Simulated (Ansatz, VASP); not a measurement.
**Rh in VASP and in Ansatz**

INCAR

```
  PREC = Accurate
  ENCUT = 520
  EDIFF = 1E-6
  ISMEAR = 0
  SIGMA = 0.05
  LREAL = False
  LASPH = True
  NELM = 100
  ALGO = Normal
  ISIF = 2
  LWAVE = False
  LCHARG = True
  GGA = PE
  LELF = True
  LVHAR = True
  NBANDS = 22
```

KPOINTS

```
regular mesh
0
Gamma
  15 15 8
```

POSCAR

```
Rh
1.0
    2.7309790422      0.0000000000      0.0000000000
   -1.3654895211      2.3650972278      0.0000000000
    0.0000000000      0.0000000000      4.4284890000
Rh
2
Direct
    0.6666666700      0.3333333300      0.7500000000
    0.3333333300      0.6666666700      0.2500000000
```

Input for Ansatz:

```yaml
crystal:
  lattice:
    - [2.7309790422, 0.0, 0.0]
    - [-1.3654895211, 2.3650972278, 0.0]
    - [0.0, 0.0, 4.428489]
  atoms:
    - { symbol: Rh, position: [0.66666667, 0.33333333, 0.75] }
    - { symbol: Rh, position: [0.33333333, 0.66666667, 0.25] }
basis:
  ecutwfc: 500
  fft_grid_basis: typed
kpoints:
  mp_grid: { grid: [15, 15, 8] }
hamiltonian:
  xc: pbe
  pseudopotentials: { kind: paw }
scf:
  occupations: { method: gaussian, width: 0.05 }
output:
  forces: true
  stress: true
  eigenvalues: true
  bader: true
  write_density: true
  volumetric_format: npy
  elf: true
```

Alike in both runs: task single point; functional PBE; k mesh 15 × 15 × 8; occupations gaussian, width 0.05 eV; no spin polarisation.

```csv
,VASP,Ansatz
version,VASP 6.6.1,Ansatz 0.2.0
potentials or method,"VASP PAW PBE potentials, release 64 (Rh_pv), cutoff 520 eV","scalar-relativistic, plane waves, PAW"
valence electrons in the cell,30,34
```

|  | VASP | Ansatz | Ansatz less VASP |
| --- | --- | --- | --- |
| gap on the k mesh at the Fermi level (eV) | none | none | - |
| pressure (GPa) | -3.6 | -3.6 | -0.01 |
| traceless stress, the component that is largest in VASP (GPa) | -1.33 | -1.36 | -0.029 |

A gap of «none» marks a metal or a gap that the smearing closes. With one functional, cell and mesh, what is left measures potentials, basis and numerics. VASP's potentials hold 30 valence electrons a cell and Ansatz's 34, so a difference there can come from the potentials and not from the codes.
